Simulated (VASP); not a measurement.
# BaCdRe (P4/nmm) in VASP: single point with r2SCAN

Aim: the single point of BaCdRe with r2SCAN.

Program: VASP 6.6.1. These are calculated values, not measurements. Logs are shortened: lines on timing, memory, paths and dates and some standing lists are left out, and cuts for length are marked.

## (1) The cell of the first run

It takes space group P4/nmm (No. 129, tetragonal). The conventional cell has a = 4.631 Å, b = 4.631 Å, c = 8.151 Å, α = 90.00°, β = 90.00°, γ = 90.00°. Within 3.7 Å of Cd (site symmetry -4m2) lie 4 Re at 2.79 Å and 4 Cd at 3.27 Å and 4 Ba at 3.56 Å. Ba (site symmetry 4mm) has 6 Re at 3.47 to 4.26 Å and 4 Cd at 3.56 Å and 8 Ba at 4.27 to 4.63 Å within 4.7 Å. Re (site symmetry 4mm) has 4 Cd at 2.79 Å and 4 Ba at 3.47 Å within 3.7 Å.

## (2) Single point, r2SCAN

Input file POSCAR:

```
BaCdRe
1.0
    4.6314870000      0.0000000000      0.0000000000
    0.0000000000      4.6314870000      0.0000000000
    0.0000000000      0.0000000000      8.1514170000
Cd Ba Re
2 2 2
Direct
    0.0000000000      0.0000000000      0.0000000000
    0.5000000000      0.5000000000      0.0000000000
    0.5000000000      0.0000000000      0.6680000000
    0.0000000000      0.5000000000      0.3320000000
    0.5000000000      0.0000000000      0.1905000000
    0.0000000000      0.5000000000      0.8095000000
```

Input file INCAR.step1:

```
SYSTEM = BaCdRe
ALGO = Normal
EDIFF = 1E-4
ENCUT = 520
GGA = PE
ISMEAR = -1
ISYM = 0
LASPH = .True.
LCHARG = .False.
LREAL = .False.
LWAVE = .True.
NBANDS = 38
NELM = 60
PREC = Accurate
SIGMA = 0.1
```

Input file INCAR.step2:

```
SYSTEM = BaCdRe
ALGO = Normal
EDIFF = 1E-6
ENCUT = 520
ISIF = 2
ISMEAR = -1
ISTART = 1
ISYM = 0
LASPH = .True.
LCHARG = .False.
LMIXTAU = .True.
LREAL = .False.
LWAVE = .False.
METAGGA = R2SCAN
NBANDS = 38
NELM = 60
PREC = Accurate
SIGMA = 0.1
```

Input file KPOINTS:

```
k-points
0
Gamma
  4 4 3
  0 0 0
```

Potentials or basis: VASP PAW PBE potentials, release 64 (Cd, Ba_sv, Re).

The run is started by

```sh
cat potpaw_PBE.64/Cd/POTCAR potpaw_PBE.64/Ba_sv/POTCAR potpaw_PBE.64/Re/POTCAR > POTCAR
cp INCAR.step1 INCAR
mpirun -np 1 vasp_std > vasp.out
cp INCAR.step2 INCAR
mpirun -np 1 vasp_std > vasp.out
```

OUTCAR:

```text
SYSTEM = BaCdRe
   EDIFF = 1E-6
   ENCUT = 520
   ISIF = 2
   ISMEAR = -1
   ISTART = 1
   ISYM = 0
   LASPH = .True.
   LREAL = .False.
   METAGGA = R2SCAN
   NELM = 60
   PREC = Accurate

 ion  position               nearest neighbor table
   1  0.000  0.000  0.000-   5 2.79   6 2.79   6 2.79   5 2.79   2 3.27   2 3.27   2 3.27   2 3.27
                             3 3.56   3 3.56   4 3.56   4 3.56
   2  0.500  0.500  0.000-   5 2.79   6 2.79   5 2.79   6 2.79   1 3.27   1 3.27   1 3.27   1 3.27
                             3 3.56   4 3.56   3 3.56   4 3.56
   3  0.500  0.000  0.668-   6 3.47   6 3.47   6 3.47   6 3.47   2 3.56   1 3.56   1 3.56   2 3.56
                             5 3.89   4 4.27   4 4.27   4 4.27   4 4.27
   4  0.000  0.500  0.332-   5 3.47   5 3.47   5 3.47   5 3.47   2 3.56   2 3.56   1 3.56   1 3.56
                             6 3.89   3 4.27   3 4.27   3 4.27   3 4.27
   5  0.500  0.000  0.191-   1 2.79   2 2.79   2 2.79   1 2.79   4 3.47   4 3.47   4 3.47   4 3.47
                             3 3.89
   6  0.000  0.500  0.809-   1 2.79   2 2.79   1 2.79   2 2.79   3 3.47   3 3.47   3 3.47   3 3.47
                             4 3.89

IMPORTANT INFORMATION: All symmetrisations will be switched off!
NOSYMM: (Re-)initialisation of all symmetry stuff for point group C_1.

----------------------------------------------------------------------------------------

                                     Primitive cell

  volume of cell :     174.8534

  direct lattice vectors                    reciprocal lattice vectors
     4.631487000  0.000000000  0.000000000     0.215913377  0.000000000  0.000000000
     0.000000000  4.631487000  0.000000000     0.000000000  0.215913377  0.000000000
     0.000000000  0.000000000  8.151417000     0.000000000  0.000000000  0.122678057

  length of vectors
     4.631487000  4.631487000  8.151417000     0.215913377  0.215913377  0.122678057

  position of ions in fractional coordinates (direct lattice)
     0.000000000  0.000000000  0.000000000
     0.500000000  0.500000000  0.000000000
     0.500000000  0.000000000  0.668000000
     0.000000000  0.500000000  0.332000000
     0.500000000  0.000000000  0.190500000
     0.000000000  0.500000000  0.809500000

  ion indices of the primitive-cell ions
   primitive index   ion index
                 1           1
                 2           2
                 3           3
                 4           4
                 5           5
                 6           6

----------------------------------------------------------------------------------------

 KPOINTS: k-points

Automatic generation of k-mesh.
[... 71 lines left out ...]
   NFREE  =      0    steps in history (QN), initial steepest desc. (CG)
   ISIF   =      2    stress and relaxation
   ISYM   =      0    0-nonsym 1-usesym 2-fastsym
   POTIM  = 0.5000    time-step for ionic-motion
   TEBEG  =    0.0;   TEEND  =   0.0 temperature during run
   PSTRESS=    0.0 pullay stress
   NELECT =      58.0000    total number of electrons
   NUPDOWN=      -1.0000    fix difference up-down
   EMIN   =  10.00;   EMAX   =-10.00  energy-range for DOS
   EFERMI =   0.00;   METHOD = LEGACY
   ISMEAR =    -1;   SIGMA  =   0.10  broadening in eV -4-tet -1-fermi 0-gaus
   EFERMI_NEDOS =   21; number of points for ismear=-14 and -15
   IALGO  =     38    algorithm
   IMIX   =      4    mixing-type and parameters
     AMIX     =   0.40;   BMIX     =  1.00
     AMIX_MAG =   1.60;   BMIX_MAG =  1.00
  volume/ion in A,a.u.               =      29.14       196.66
  Fermi-wavevector in a.u.,A,eV,Ry     =   1.133251  2.141534 17.473392  1.284258
  Thomas-Fermi vector in A             =   2.269954
   LORBIT       =      0    0 simple, 1 ext, 2 COOP (PROOUT), +10 PAW based schemes
   METAGGA = R2SCAN    functional components
   LHFCALC =     F    Hartree Fock is set to
   AEXX    =    0.0000 exact exchange contribution
   IVDW    =     0    specifies the selected vdW correction
   LEPSILON=     F    determine dielectric tensor
   LRPA    =     F    only Hartree local field effects (RPA)
 non-spin polarized calculation
  energy-cutoff  :      520.00
  volume of cell :      174.85
 maximum number of plane-waves:      4743
 NGX is ok and might be reduce to    36
   NGX = 17   NGY = 17   NGZ = 31

 number of electron      57.9999982 magnetization

 Free energy of the ion-electron system (eV)
  ---------------------------------------------------
  ext. energy  EPLUGINS =         0.00000000
  ---------------------------------------------------
  free energy    TOTEN  =      -190.94722637 eV

  energy without entropy =     -190.52324041  energy(sigma->0) =     -190.73523339

 E-fermi :   2.5658     XC(G=0): -10.4583

 val. band max:        2.5585525796   @ k =  -0.2500   0.5000   0.0000
 cond. band min:       2.5704924292   @ k =   0.0000   0.0000   0.3333
 fundamental gap:      0.0119398496
 Fermi energy:         2.5657827894

 k-point     1 :       0.0000    0.0000    0.0000
  band No.  band energies     occupation
      1     -25.8185      2.00000
      2     -25.7656      2.00000
      3     -10.8822      2.00000
      4     -10.6597      2.00000
      5     -10.6597      2.00000
      6     -10.5993      2.00000
[... 973 lines left out ...]
     37       5.3656      0.00000
     38       5.3656      0.00000

 [... further k-points ...]

------------------------ aborting loop because EDIFF is reached ----------------------------------------

  FORCE on cell =-STRESS in cart. coord.  units (eV):
  Direction    XX          YY          ZZ          XY          YZ          ZX
  --------------------------------------------------------------------------------------
  -------------------------------------------------------------------------------------
  Total       -0.7866454     -0.7866790      0.3921938     -0.0000055     -0.0000268      0.0000007
  in kB       -7.2080133     -7.2083207      3.5936626     -0.0000504     -0.0002456      0.0000065
  external PRESSURE =      -3.6075571 kB  Pullay stress =       0.0000000 kB

 VOLUME and BASIS-vectors are now :
 -----------------------------------------------------------------------------
  energy-cutoff  :      520.00
  volume of cell :      174.85
      direct lattice vectors                 reciprocal lattice vectors
     4.631487000  0.000000000  0.000000000     0.215913377  0.000000000  0.000000000
     0.000000000  4.631487000  0.000000000     0.000000000  0.215913377  0.000000000
     0.000000000  0.000000000  8.151417000     0.000000000  0.000000000  0.122678057

 POSITION                                       TOTAL-FORCE (eV/Angst)
 -----------------------------------------------------------------------------------
      0.00000      0.00000      0.00000        -0.000003     -0.000004     -0.000468
      2.31574      2.31574      0.00000        -0.000001      0.000004     -0.000457
      2.31574      0.00000      5.44515         0.000005      0.000001     -0.067082
      0.00000      2.31574      2.70627         0.000001     -0.000001      0.067727
      2.31574      0.00000      1.55284        -0.000001      0.000001      0.442558
      0.00000      2.31574      6.59857        -0.000001     -0.000000     -0.442277
 -----------------------------------------------------------------------------------
    total drift:                               -0.000002      0.000005     -0.000305

  FREE ENERGIE OF THE ION-ELECTRON SYSTEM (eV)
  ---------------------------------------------------
  free  energy   TOTEN  =      -190.9472263688 eV

  energy  without entropy=     -190.5232404118  energy(sigma->0) =     -190.73523339
```

OUTCAR.step1:

```text
SYSTEM = BaCdRe
   EDIFF = 1E-4
   ENCUT = 520
   GGA = PE
   ISMEAR = -1
   ISYM = 0
[... 1189 lines left out ...]
      0.00000      2.31574      2.70627         0.000059     -0.000097      0.043455
      2.31574      0.00000      1.55284        -0.000031      0.000121      0.685605
      0.00000      2.31574      6.59857         0.000031      0.000040     -0.686071
 -----------------------------------------------------------------------------------
    total drift:                               -0.000087     -0.000428     -0.007572

  FREE ENERGIE OF THE ION-ELECTRON SYSTEM (eV)
  ---------------------------------------------------
  free  energy   TOTEN  =       -23.4360142448 eV

  energy  without entropy=      -22.9791531648  energy(sigma->0) =      -23.20758370
```

OSZICAR.step1:

```text
N       E                     dE             d eps       ncg     rms          rms(c)
DAV:   1     0.394797733328E+03    0.39480E+03   -0.27352E+04  3688   0.150E+03
DAV:   2     0.558832005069E+01   -0.38921E+03   -0.37603E+03  3464   0.433E+02
DAV:   3    -0.237506719179E+02   -0.29339E+02   -0.28171E+02  3736   0.132E+02
DAV:   4    -0.249782596074E+02   -0.12276E+01   -0.12030E+01  3704   0.200E+01
DAV:   5    -0.250629489399E+02   -0.84689E-01   -0.84466E-01  3224   0.308E+00    0.184E+01
DAV:   6    -0.248644576770E+02    0.19849E+00   -0.20399E+01  3608   0.348E+01    0.927E+00
DAV:   7    -0.235874365738E+02    0.12770E+01   -0.10501E+01  3768   0.257E+01    0.877E+00
DAV:   8    -0.234432289259E+02    0.14421E+00   -0.58547E-01  3584   0.725E+00    0.116E+00
DAV:   9    -0.235096665163E+02   -0.66438E-01   -0.63694E-01  3792   0.425E+00    0.264E+00
DAV:  10    -0.234358529495E+02    0.73814E-01   -0.49683E-01  3520   0.357E+00    0.413E-01
DAV:  11    -0.234358103577E+02    0.42592E-04   -0.83889E-03  3148   0.423E-01    0.199E-01
DAV:  12    -0.234359740595E+02   -0.16370E-03   -0.16530E-03  2232   0.293E-01    0.107E-01
DAV:  13    -0.234360142448E+02   -0.40185E-04   -0.43289E-04  1628   0.194E-01
   1 F= -.23436014E+02 E0= -.23207584E+02  d E =-.456861E+00
```

Run time: 9.9 min. Hardware: 1 thread of AMD EPYC 7R13 (Zen 3), shared host; peak memory 0.38 GiB.

What came out:

- Free energy: -190.9472 eV
- Pressure: -0.4 GPa
- Largest force: 0.443 eV/Å
- Band gap on the k mesh: zero (bands 29 and 30 overlap by 0.46 eV)

Forces in eV/Å, atoms in the order of the input:
```
Cd   0.000  0.000  0.000
Cd   0.000  0.000  0.000
Ba   0.000  0.000 -0.067
Ba   0.000  0.000  0.068
Re   0.000  0.000  0.443
Re   0.000  0.000 -0.442
```

Caveat: the PAW data sets were made with another functional, which shifts forces and pressure a little; spin-orbit coupling is left out, which moves the levels of the heavy elements.
